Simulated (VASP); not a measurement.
Wanted: the native input for a VASP 6.6.1 run.

* Task: single point
* Functional: PBEsol
* Potentials or basis: VASP PAW PBE potentials, release 64 (Li_sv)
* Cutoff: 520 eV
* k mesh: 20 × 20 × 20
* Occupations: gaussian, width 0.15 eV
* Spin: no spin polarisation
* Dipole correction: no
* Further INCAR settings: ALGO = Fast; EDIFF = 1e-06; NBANDS = 8

The structure of Li lies in POSCAR:

```
Li
1.0
   -1.7500000000      1.8046875000      1.8046875000
    1.7500000000     -1.6953125000      1.6953125000
    1.7500000000      1.6953125000     -1.6953125000
Li
1
Direct
    0.0000000000      0.0000000000      0.0000000000
```

This cell differs from its parent crystal: strain +0.0625 x Voigt [0, 0, 0, 1, 0, 0].

One way to write it, as run:

INCAR

```
SYSTEM = Li
PREC = Accurate
ENCUT = 520
EDIFF = 1E-6
ISMEAR = 0
SIGMA = 0.15
LREAL = .False.
LASPH = .True.
NELM = 80
ALGO = Fast
ISIF = 2
LWAVE = .False.
LCHARG = .False.
GGA = PS
NBANDS = 8
```

KPOINTS

```
Automatic mesh
0
Gamma
  20 20 20
  0 0 0
```

Potentials or basis: VASP PAW PBE potentials, release 64 (Li_sv).

Command:

```sh
$ cat potpaw_PBE.64/Li_sv/POTCAR > POTCAR
$ mpirun -np 1 vasp_std > vasp.out
```

It took 50 s on 1 thread of Intel(R) Xeon(R) 6975P-C (Granite Rapids), with other jobs on the host, peak memory 0.26 GiB.
